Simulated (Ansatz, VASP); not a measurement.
KBr in VASP and in Ansatz

The input INCAR:

```
  PREC = Accurate
  ENCUT = 520
  EDIFF = 1E-6
  ISMEAR = -1
  SIGMA = 0.02
  LREAL = F
  LASPH = T
  NELM = 80
  ALGO = Normal
  ISIF = 2
  LWAVE = F
  LCHARG = T
  GGA = PE
  LELF = T
  LVHAR = T
  NBANDS = 15
```

KPOINTS

```
regular mesh
0
Gamma
  6 6 6
```

POSCAR

```
KBr
1.0
    0.0000000000      3.4736402634      3.6882992816
    3.4736402634      0.0000000000      3.6882992816
    3.4736402634      3.4736402634      0.0000000000
K Br
1 1
Direct
    0.0000000000      0.0000000000      0.0000000000
    0.2500000000      0.2500000000      0.2500000000
```

Input for Ansatz:

```yaml
crystal:
  lattice:
    - [0.0, 3.4736402634, 3.6882992816]
    - [3.4736402634, 0.0, 3.6882992816]
    - [3.4736402634, 3.4736402634, 0.0]
  atoms:
    - { symbol: K, position: [0.0, 0.0, 0.0] }
    - { symbol: Br, position: [0.25, 0.25, 0.25] }
kpoints:
  mp_grid: { grid: [6, 6, 6] }
  band_path:
    path:
      - [0.0, 0.0, 0.0]
      - [-0.5, -0.5, 0.0]
      - [-0.375, -0.375, 0.25]
      - [-0.375, 0.0, 0.375]
      - [0.0, 0.0, 0.5]
      - [-0.5, -0.25, 0.25]
      - [0.354167, 0.354167, -0.291667]
    npoints: 1
hamiltonian:
  xc: pbe
scf:
  occupations: { method: fermi_dirac, width: 0.02 }
  n_extra_bands: 4
output:
  forces: true
  stress: true
  eigenvalues: true
```

Change from the starting cell: biaxial_xy strain -5.8%.

Alike in both runs: task single point; functional PBE; k mesh 6 × 6 × 6; occupations fermi-dirac, width 0.02 eV; no spin polarisation.

|  | VASP | Ansatz |
| --- | --- | --- |
| version | VASP 6.6.1 | Ansatz 0.2.0 |
| potentials or method | VASP PAW PBE potentials, release 64 (K_sv, Br) | plane waves, PAW |
| plane-wave cutoff (eV) | 520 | 420 |
| valence electrons in the cell | 16 | 16 |

|  | VASP | Ansatz | Ansatz less VASP |
| --- | --- | --- | --- |
| gap on the k mesh at the Fermi level (eV) | 4.45 | 4.45 | +0.001 |
| pressure (GPa) | 1.9 | 1.8 | -0.04 |
| traceless stress, the component that is largest in VASP (GPa) | 0.09 | 0.08 | -0.004 |
